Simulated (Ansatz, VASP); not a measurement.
# CsCdCl3: VASP beside Ansatz

```
CELL_PARAMETERS angstrom
5.20000 0.00000 0.00000
0.00000 5.14800 0.00000
0.00000 0.00000 5.20000
ATOMIC_POSITIONS crystal
Cs 0.00000 0.00000 0.00000
Cd 0.50000 0.50000 0.50000
Cl 0.00000 0.50000 0.50000
Cl 0.50000 0.00000 0.50000
Cl 0.50000 0.50000 0.00000
```

Change from the starting cell: strain -0.0100 x Voigt [0, 1, 0, 0, 0, 0], atoms carried along.

Alike in both runs: task single point; functional LDA; k mesh 6 × 6 × 6; occupations gaussian, width 0.05 eV; no spin polarisation.

|  | VASP | Ansatz |
| --- | --- | --- |
| version | VASP 6.6.1 | Ansatz 0.2.0 |
| potentials or method | VASP PAW LDA potentials, release 64 (Cs_sv, Cd, Cl), cutoff 520 eV | scalar-relativistic, plane waves, PAW |
| valence electrons in the cell | 42 | 50 |

Ansatz gave:

| Property | Result |
| --- | --- |
| gap on the k mesh at the Fermi level (eV) | 1.51 |
| least direct gap on the mesh (eV) | 2.14 |
| pressure (GPa) | -1.6 |
| traceless stress, the component that is largest in VASP (GPa) | 0.29 |

**Question.** Which values does VASP return?

**Answer.** gap on the k mesh at the Fermi level (eV): 1.54; least direct gap on the mesh (eV): 2.16; pressure (GPa): -1.3; traceless stress, the component that is largest in VASP (GPa): 0.30.

LDA's correlation is that of Perdew and Zunger in VASP and of Perdew and Wang (1992) in Ansatz. VASP's potentials hold 42 valence electrons a cell and Ansatz's 50, so a difference there can come from the potentials and not from the codes.

Neither program's run includes spin-orbit coupling.
